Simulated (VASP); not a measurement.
# Ti (Im-3m) in VASP: a series of runs

The runs below take Ti through single point, with PBE.

All numbers are computed with VASP 6.6.1; they aren't measurements. Logs are shortened: lines on timing, memory, paths and dates and some standing lists are left out, and cuts for length are marked.

## Step 1: The cell of the first run

It takes space group Im-3m (No. 229, cubic). Conventional cell: a = 3.254 Å, b = 3.254 Å, c = 3.254 Å, α = 90.00°, β = 90.00°, γ = 90.00°. Ti (site symmetry m-3m) has 14 Ti at 2.82 to 3.25 Å within 3.7 Å.

## Step 2: Single point, PBE

Input file INCAR:

```
  ALGO = Normal
  EDIFF = 1E-6
  ENCUT = 520
  GGA = PE
  ISIF = 2
  ISMEAR = 0
  LASPH = T
  LCHARG = F
  LREAL = F
  LWAVE = F
  NBANDS = 12
  NELM = 80
  PREC = Accurate
  SIGMA = 0.05
```

Input file KPOINTS:

```
k-points
0
Gamma
  8 8 8
```

Input file POSCAR:

```
Ti
1.0
   -1.6268651458      1.6268651458      1.6268651458
    1.6268651458     -1.6268651458      1.6268651458
    1.6268651458      1.6268651458     -1.6268651458
Ti
1
Direct
    0.0000000000      0.0000000000      0.0000000000
```

Potentials or basis: VASP PAW PBE potentials, release 64 (Ti_sv).

Launch:

```
cat potpaw_PBE.64/Ti_sv/POTCAR > POTCAR
mpirun -np 1 vasp_std > vasp.out
```

OUTCAR:

```text
EDIFF = 1E-6
   ENCUT = 520
   GGA = PE
   ISIF = 2
   ISMEAR = 0
   LASPH = T
   LREAL = F
   NELM = 80
   PREC = Accurate

 ion  position               nearest neighbor table
   1  0.000  0.000  0.000-

  LATTYP: Found a body centered cubic cell.
 ALAT       =     3.2537302916

  Lattice vectors:

 A1 = (  -1.6268651458,   1.6268651458,   1.6268651458)
 A2 = (   1.6268651458,  -1.6268651458,   1.6268651458)
 A3 = (   1.6268651458,   1.6268651458,  -1.6268651458)

Analysis of symmetry for initial positions (statically):
=====================================================================
 Subroutine PRICEL returns:
 Original cell was already a primitive cell.

 Routine SETGRP: Setting up the symmetry group for a
 body centered cubic supercell.

 Subroutine GETGRP returns: Found 48 space group operations
 (whereof 48 operations were pure point group operations)
 out of a pool of 48 trial point group operations.

The static configuration has the point symmetry O_h .

Analysis of symmetry for dynamics (positions and initial velocities):
=====================================================================
 Subroutine PRICEL returns:
 Original cell was already a primitive cell.

 Routine SETGRP: Setting up the symmetry group for a
 body centered cubic supercell.

 Subroutine GETGRP returns: Found 48 space group operations
 (whereof 48 operations were pure point group operations)
 out of a pool of 48 trial point group operations.

The dynamic configuration has the point symmetry O_h .

 Subroutine INISYM returns: Found 48 space group operations
 (whereof 48 operations are pure point group operations),
 and found     1 'primitive' translations

----------------------------------------------------------------------------------------

                                     Primitive cell

  volume of cell :      17.2232

  direct lattice vectors                    reciprocal lattice vectors
    -1.626865146  1.626865146  1.626865146     0.000000000  0.307339549  0.307339549
     1.626865146 -1.626865146  1.626865146     0.307339549  0.000000000  0.307339549
     1.626865146  1.626865146 -1.626865146     0.307339549  0.307339549  0.000000000

  length of vectors
     2.817813090  2.817813090  2.817813090     0.434643758  0.434643758  0.434643758

  position of ions in fractional coordinates (direct lattice)
     0.000000000  0.000000000  0.000000000

  ion indices of the primitive-cell ions
   primitive index   ion index
                 1           1

----------------------------------------------------------------------------------------

 KPOINTS: k-points

Automatic generation of k-mesh.
 Grid dimensions read from file:
 generate k-points for:    8    8    8

 Generating k-lattice:

  Cartesian coordinates                     Fractional coordinates (reciprocal lattice)
     0.000000000  0.038417444  0.038417444     0.125000000  0.000000000  0.000000000
     0.038417444  0.000000000  0.038417444     0.000000000  0.125000000  0.000000000
     0.038417444  0.038417444  0.000000000     0.000000000  0.000000000  0.125000000

  Length of vectors
     0.054330470  0.054330470  0.054330470

  Shift w.r.t. Gamma in fractional coordinates (k-lattice)
     0.000000000  0.000000000  0.000000000

 Subroutine IBZKPT returns following result:
 ===========================================

 Found     29 irreducible k-points:

 Following reciprocal coordinates:
            Coordinates               Weight
  0.000000  0.000000  0.000000      1.000000
  0.125000  0.000000  0.000000     12.000000
  0.250000  0.000000  0.000000     12.000000
  0.375000  0.000000  0.000000     12.000000
  0.500000  0.000000  0.000000      6.000000
  0.125000  0.125000  0.000000     24.000000
[... 16 lines left out ...]
 -0.250000  0.250000  0.250000      6.000000
 -0.375000  0.375000  0.250000     24.000000
 [... further k-points ...]
   k-points           NKPTS =     29   k-points in BZ     NKDIM =     29   number of bands    NBANDS=     12
   number of dos      NEDOS =    301   number of ions     NIONS =      1
   total plane-waves  NPLWV =  13824
   dimension x,y,z NGX =    24 NGY =   24 NGZ =   24
   dimension x,y,z NGXF=    48 NGYF=   48 NGZF=   48
   ions per type =               1
   NGX,Y,Z   is equivalent  to a cutoff of  14.16, 14.16, 14.16 a.u.
   NGXF,Y,Z  is equivalent  to a cutoff of  28.32, 28.32, 28.32 a.u.
 SYSTEM =  unknown system
   PREC   = accura    normal or accurate (medium, high low for compatibility)
   ISTART =      0    job   : 0-new  1-cont  2-samecut
   ICHARG =      2    charge: 1-file 2-atom 10-const
   ISPIN  =      1    spin polarized calculation?
   LNONCOLLINEAR =      F non collinear calculations
   LSORBIT =      F    spin-orbit coupling
   LASPH  =      T    aspherical Exc in radial PAW
   ENCUT  =  520.0 eV  38.22 Ry    6.18 a.u.   5.24  5.24  5.24*2*pi/ulx,y,z
   NELM   =     80;   NELMIN=  2; NELMDL= -5     # of ELM steps
   EDIFF  = 0.1E-05   stopping-criterion for ELM
   LREAL  =      F    real-space projection
   EDIFFG = 0.1E-04   stopping-criterion for IOM
   NSW    =      0    number of steps for IOM
   IBRION =     -1    ionic relax: 0-MD 1-quasi-New 2-CG
   NFREE  =      0    steps in history (QN), initial steepest desc. (CG)
   ISIF   =      2    stress and relaxation
   ISYM   =      2    0-nonsym 1-usesym 2-fastsym
   POTIM  = 0.5000    time-step for ionic-motion
   TEBEG  =    0.0;   TEEND  =   0.0 temperature during run
   PSTRESS=    0.0 pullay stress
   NELECT =      12.0000    total number of electrons
   NUPDOWN=      -1.0000    fix difference up-down
   EMIN   =  10.00;   EMAX   =-10.00  energy-range for DOS
   EFERMI =   0.00;   METHOD = LEGACY
   ISMEAR =     0;   SIGMA  =   0.05  broadening in eV -4-tet -1-fermi 0-gaus
   EFERMI_NEDOS =   21; number of points for ismear=-14 and -15
   IALGO  =     38    algorithm
   IMIX   =      4    mixing-type and parameters
     AMIX     =   0.40;   BMIX     =  1.00
     AMIX_MAG =   1.60;   BMIX_MAG =  1.00
  volume/ion in A,a.u.               =      17.22       116.23
  Fermi-wavevector in a.u.,A,eV,Ry     =   1.451322  2.742600 28.658424  2.106335
  Thomas-Fermi vector in A             =   2.568832
   LORBIT       =      0    0 simple, 1 ext, 2 COOP (PROOUT), +10 PAW based schemes
   GGA     = PE    functional components
   LHFCALC =     F    Hartree Fock is set to
   AEXX    =    0.0000 exact exchange contribution
   IVDW    =     0    specifies the selected vdW correction
   LEPSILON=     F    determine dielectric tensor
   LRPA    =     F    only Hartree local field effects (RPA)
 non-spin polarized calculation
 Gauss-broadening in eV      SIGMA  =   0.05
  energy-cutoff  :      520.00
  volume of cell :       17.22
 maximum number of plane-waves:       476
 NGX is ok and might be reduce to    24
   NGX = 11   NGY = 11   NGZ = 11

 number of electron      11.9999997 magnetization

 Free energy of the ion-electron system (eV)
  ---------------------------------------------------
  ext. energy  EPLUGINS =         0.00000000
  ---------------------------------------------------
  free energy    TOTEN  =        -7.72856076 eV

  energy without entropy =       -7.72538990  energy(sigma->0) =       -7.72697533

 E-fermi :   8.1621     XC(G=0): -11.5324

 val. band max:        8.1600731359   @ k =  -0.3750   0.3750   0.1250
 cond. band min:       8.2038254584   @ k =   0.5000   0.5000   0.1250
 fundamental gap:      0.0437523226
 Fermi energy:         8.1620510878

 k-point     1 :       0.0000    0.0000    0.0000
  band No.  band energies     occupation
      1     -48.3357      2.00000
      2     -24.1826      2.00000
      3     -24.1826      2.00000
      4     -24.1826      2.00000
      5       2.2010      2.00000
      6       9.1730      0.00000
      7       9.1730      0.00000
      8       9.1730      0.00000
      9      10.9489      0.00000
     10      10.9489      0.00000
     11      25.6442      0.00000
     12      25.6442      0.00000

 k-point     2 :       0.1250    0.0000    0.0000
  band No.  band energies     occupation
      1     -48.3160      2.00000
      2     -24.2876      2.00000
      3     -24.2149      2.00000
      4     -24.1833      2.00000
      5       2.7289      2.00000
      6       8.9392      0.00000
      7       9.0765      0.00000
      8       9.5587      0.00000
      9      10.7228      0.00000
     10      10.9666      0.00000
     11      24.7808      0.00000
     12      25.4589      0.00000

 k-point     3 :       0.2500    0.0000    0.0000
  band No.  band energies     occupation
      1     -48.2682      2.00000
      2     -24.5353      2.00000
      3     -24.2922      2.00000
      4     -24.1849      2.00000
      5       4.0947      2.00000
      6       8.4207      0.00000
      7       8.6351      0.00000
      8      10.5959      0.00000
      9      10.6576      0.00000
     10      11.0519      0.00000
     11      22.0482      0.00000
     12      24.0046      0.00000
[... 286 lines left out ...]
 k-point    23 :      -0.2500    0.2500    0.2500
  band No.  band energies     occupation
      1     -48.2107      2.00000
      2     -24.5489      2.00000
      3     -24.4121      2.00000
      4     -24.4121      2.00000
      5       5.5349      2.00000
      6       8.2112      0.16473
      7       9.4789      0.00000
      8       9.4789      0.00000
      9      10.5533      0.00000
     10      11.8024      0.00000
     11      23.2557      0.00000
     12      23.2557      0.00000

 k-point    24 :      -0.3750    0.3750    0.2500
  band No.  band energies     occupation
      1     -48.1696      2.00000
      2     -24.6923      2.00000
      3     -24.4953      2.00000
      4     -24.4328      2.00000
      5       6.4109      2.00000
      6       7.3467      2.00000
      7       9.4933      0.00000
      8       9.9915      0.00000
      9      11.6110      0.00000
     10      12.6942      0.00000
     11      19.4446      0.00000
     12      21.2891      0.00000

 [... further k-points ...]
[... 5 lines left out ...]
  --------------------------------------------------------------------------------------
  -------------------------------------------------------------------------------------
  Total       -0.0261370     -0.0261370     -0.0261370      0.0000000     -0.0000000      0.0000000
  in kB       -2.4313707     -2.4313707     -2.4313707      0.0000000     -0.0000000      0.0000000
  external PRESSURE =      -2.4313707 kB  Pullay stress =       0.0000000 kB

 VOLUME and BASIS-vectors are now :
 -----------------------------------------------------------------------------
  energy-cutoff  :      520.00
  volume of cell :       17.22
      direct lattice vectors                 reciprocal lattice vectors
    -1.626865146  1.626865146  1.626865146     0.000000000  0.307339549  0.307339549
     1.626865146 -1.626865146  1.626865146     0.307339549  0.000000000  0.307339549
     1.626865146  1.626865146 -1.626865146     0.307339549  0.307339549  0.000000000

 POSITION                                       TOTAL-FORCE (eV/Angst)
 -----------------------------------------------------------------------------------
      0.00000      0.00000      0.00000        -0.000000      0.000000     -0.000000
 -----------------------------------------------------------------------------------
    total drift:                               -0.000000      0.000000      0.000000

  FREE ENERGIE OF THE ION-ELECTRON SYSTEM (eV)
  ---------------------------------------------------
  free  energy   TOTEN  =        -7.7285607560 eV

  energy  without entropy=       -7.7253898951  energy(sigma->0) =       -7.72697533
```

It took 5.5 s on 1 thread of AMD EPYC 7R13 (Zen 3), shared host; peak memory 0.11 GiB.

Results:

```
Free energy            : -7.7286 eV
Pressure               : -0.2 GPa
Band gap on the k mesh : zero (band 6 reaches 9.17 eV, above the bottom of band 7 at 7.56 eV)
```

## Step 3: Single point, PBE

This run uses another cell than the first one, of 17.65 Å³/atom, 1.025 times its volume.

Input file INCAR:

```
PREC     = Accurate       # precision mode
ENCUT    = 520            # plane-wave cutoff, eV
EDIFF    = 1E-7           # SCF threshold, eV
ISMEAR   = 0              # smearing method
SIGMA    = 0.05           # smearing width, eV
LREAL    = F              # projectors in reciprocal space
LASPH    = T              # aspherical terms in the spheres
NELM     = 80             # most SCF steps
ALGO     = Normal         # electronic algorithm
ISIF     = 2              # what is computed and relaxed
LWAVE    = F              # write WAVECAR
LCHARG   = T              # write CHGCAR
GGA      = PE             # functional
LELF     = T              # ELF
LVHAR    = T            
NBANDS   = 12             # bands
```

Input file KPOINTS:

```
regular mesh
0
Gamma
  8 8 8
```

Input file POSCAR:

```
Ti
1.0
   -1.6402841938      1.6402841938      1.6402841938
    1.6402841938     -1.6402841938      1.6402841938
    1.6402841938      1.6402841938     -1.6402841938
Ti
1
Direct
    0.0000000000      0.0000000000      0.0000000000
```

Potentials or basis: VASP PAW PBE potentials, release 64 (Ti_sv).

Launch:

```
cat potpaw_PBE.64/Ti_sv/POTCAR > POTCAR
mpirun -np 1 vasp_std > vasp.out
```

Run time: 6.6 s. Hardware: 1 thread of AMD EPYC 7R13 (Zen 3), shared host; peak memory 0.11 GiB.

It converged, with:

| Quantity | Value |
| --- | --- |
| Free energy | -7.7245 eV |
| Pressure | -2.8 GPa |
| Band gap on the k mesh | zero (band 6 reaches 8.90 eV, above the bottom of band 7 at 7.32 eV) |

Levels at points of the mesh, in eV from the Fermi level:
```csv
k point,band 2,band 3,band 4,band 5,band 6,band 7,band 8,band 9,band 10,band 11
"(0.00, 0.00, 0.00)",-32.42,-32.42,-32.42,-5.91,0.99,0.99,0.99,2.71,2.71,17.30
"(0.50, 0.00, 0.00)",-33.06,-32.62,-32.42,-2.40,-0.36,1.10,2.70,3.04,4.20,8.60
"(0.50, 0.50, 0.50)",-32.86,-32.86,-32.86,-2.04,-2.04,3.85,3.85,3.85,8.26,8.26
```

## Step 4: Single point, PBE, non-collinear spin, zero start, spin-orbit coupling

Input file INCAR:

```
PREC = Accurate
ENCUT = 520
EDIFF = 1E-6
ISMEAR = 0
SIGMA = 0.05
LREAL = F
LASPH = T
NELM = 150
ALGO = Fast
ISIF = 2
LWAVE = F
LCHARG = F
MAGMOM = 0 0 0
LORBIT = 11
LSORBIT = T
GGA_COMPAT = F
LORBMOM = T
LMAXMIX = 4
GGA = PE
NBANDS = 23
```

Input file KPOINTS:

```
Automatic mesh
0
Gamma
  18 18 18
```

Input file POSCAR:

```
Ti
1.0
   -1.6278457574      1.6278457574      1.6278457574
    1.6278457574     -1.6278457574      1.6278457574
    1.6278457574      1.6278457574     -1.6278457574
Ti
1
Direct
    0.0000000000      0.0000000000      0.0000000000
```

Potentials or basis: VASP PAW PBE potentials, release 64 (Ti_sv).

Launch:

```
cat potpaw_PBE.64/Ti_sv/POTCAR > POTCAR
mpirun -np 1 vasp_ncl > vasp.out
```

OUTCAR:

```text
PREC = Accurate
   ENCUT = 520
   EDIFF = 1E-6
   ISMEAR = 0
   LREAL = F
   LASPH = T
   NELM = 150
   ISIF = 2
   LORBIT = 11
   LSORBIT = T
   GGA = PE

 ion  position               nearest neighbor table
   1  0.000  0.000  0.000-

  LATTYP: Found a body centered cubic cell.
 ALAT       =     3.2556915148

  Lattice vectors:

 A1 = (  -1.6278457574,   1.6278457574,   1.6278457574)
 A2 = (   1.6278457574,  -1.6278457574,   1.6278457574)
 A3 = (   1.6278457574,   1.6278457574,  -1.6278457574)

Analysis of symmetry for initial positions (statically):
=====================================================================
 Subroutine PRICEL returns:
 Original cell was already a primitive cell.

 Routine SETGRP: Setting up the symmetry group for a
 body centered cubic supercell.

 Subroutine GETGRP returns: Found 48 space group operations
 (whereof 48 operations were pure point group operations)
 out of a pool of 48 trial point group operations.

The static configuration has the point symmetry O_h .

Analysis of symmetry for dynamics (positions and initial velocities):
=====================================================================
 Subroutine PRICEL returns:
 Original cell was already a primitive cell.

[... 834 lines left out ...]
  free  energy   TOTEN  =        -7.7319627100 eV

  energy  without entropy=       -7.7291630298  energy(sigma->0) =       -7.73056287

 orbital moment (x)

 # of ion     p       d       tot
 ----------------------------------------
  1        -0.000   0.000   0.000
 ----------------------------------------
           -0.000   0.000   0.000

 orbital moment (y)

 # of ion     p       d       tot
 ----------------------------------------
  1         0.000  -0.000  -0.000
 ----------------------------------------
            0.000  -0.000  -0.000

 orbital moment (z)

 # of ion     p       d       tot
 ----------------------------------------
  1         0.000   0.000   0.000
 ----------------------------------------
            0.000   0.000   0.000

 Spin-Orbit-Coupling matrix elements

 Ion:    1  E_soc:     -0.0111090
 l=   1
     0.0000000    -0.0017546    -0.0017546
    -0.0017546     0.0000000    -0.0017546
    -0.0017546    -0.0017546     0.0000000
 l=   2
     0.0000000    -0.0000171     0.0000000    -0.0000171    -0.0000797
    -0.0000171     0.0000000    -0.0000598    -0.0000171    -0.0000199
     0.0000000    -0.0000598     0.0000000    -0.0000598     0.0000000
    -0.0000171    -0.0000171    -0.0000598     0.0000000    -0.0000199
    -0.0000797    -0.0000199     0.0000000    -0.0000199     0.0000000
 l=   3
     0.0000000     0.0000000     0.0000000     0.0000000     0.0000000     0.0000000     0.0000000
     0.0000000     0.0000000     0.0000000     0.0000000     0.0000000     0.0000000     0.0000000
     0.0000000     0.0000000     0.0000000     0.0000000     0.0000000     0.0000000     0.0000000
     0.0000000     0.0000000     0.0000000     0.0000000     0.0000000     0.0000000     0.0000000
     0.0000000     0.0000000     0.0000000     0.0000000     0.0000000     0.0000000     0.0000000
     0.0000000     0.0000000     0.0000000     0.0000000     0.0000000     0.0000000     0.0000000
     0.0000000     0.0000000     0.0000000     0.0000000     0.0000000     0.0000000     0.0000000

 total charge

# of ion       s       p       d       tot
------------------------------------------
    1        2.244   6.113   1.914  10.271

 magnetization (x)

# of ion       s       p       d       tot
------------------------------------------
    1        0.000  -0.000  -0.000   0.000

 magnetization (y)

# of ion       s       p       d       tot
------------------------------------------
    1       -0.000   0.000  -0.000  -0.000

 magnetization (z)

# of ion       s       p       d       tot
------------------------------------------
    1       -0.000  -0.000  -0.000  -0.000
```

It took 5.6 min on 1 thread of Intel Xeon Platinum 8375C at 2.90GHz (Ice Lake), shared host; peak memory 0.26 GiB.

Results:

```yaml
Free_energy: -7.7320 eV
Pressure: -0.3 GPa
Net_moment: 0.00 μB per cell
Valence_electrons_inside_the_program's_atomic_spheres: Ti 10.27
```

Moments on the atoms (μB; x, y, z):
```
Ti  0.00 0.00 0.00
```

## Step 5: Overview

| spin | cell | k mesh | gap on the mesh (eV) | pressure (GPa) |
| --- | --- | --- | --- | --- |
| off | a = 2.818 Å, angles 109.5°, 1 atom | 8 × 8 × 8 | none | -0.2 |
| off | a = 2.841 Å, angles 109.5°, 1 atom | 8 × 8 × 8 | none | -2.8 |
| non-collinear, zero start, SOC | a = 2.820 Å, angles 109.5°, 1 atom | 18 × 18 × 18 | - | -0.3 |

Alike in all rows: task single point; level PBE; potentials or basis VASP PAW PBE potentials, release 64 (Ti_sv); cutoff (eV) 520; smearing gaussian 0.05 eV.

Absolute energies hang on the potentials; compare differences alone.
